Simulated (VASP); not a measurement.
Runs of VASP 6.6.1 on WS2. The structure is that of space group R3m (No. 160), or close to it. The cells are those of the table. 

| task | level | cell | k mesh | smearing | gap on the mesh (eV) | pressure (GPa) | largest force (eV/Å) |
| --- | --- | --- | --- | --- | --- | --- | --- |
| single point | r2SCAN | a = 6.470 Å, angles 28.4°, 3 atoms | 10 × 10 × 10 | fermi-dirac 0.05 eV | 1.20 | -0.6 | 0.67 |
| single point | r2SCAN | a = 6.427 Å, angles 28.4°, 3 atoms | 10 × 10 × 10 | fermi-dirac 0.05 eV | (c) | 2.8 | 0.62 |
| single point | r2SCAN | a = 6.512 Å, angles 28.4°, 3 atoms | 10 × 10 × 10 | fermi-dirac 0.05 eV | (a) | -3.7 | 0.98 |
| single point | r2SCAN | a = 6.553 Å, angles 28.4°, 3 atoms | 10 × 10 × 10 | fermi-dirac 0.05 eV | 1.23 | (b) | 1.27 |
| dielectric tensor | PBEsol | a = 6.427 Å, angles 28.4°, 3 atoms | 8 × 8 × 8 | gaussian 0.01 eV | 1.14 | - | - |

Alike in all rows: potentials or basis VASP PAW PBE potentials, release 64 (W_sv, S); no spin polarisation; cutoff (eV) 520.

Fill in the values left out.

(a) 1.22; (b) -6.4; (c) 1.19.

Caveats: the PAW data sets were made with another functional, which shifts forces and pressure a little; spin-orbit coupling is left out, which moves the levels of the heavy elements; the cell stands under tension (at least some runs).

A k mesh can miss the band edges, and the runs leave out spin-orbit coupling on W.
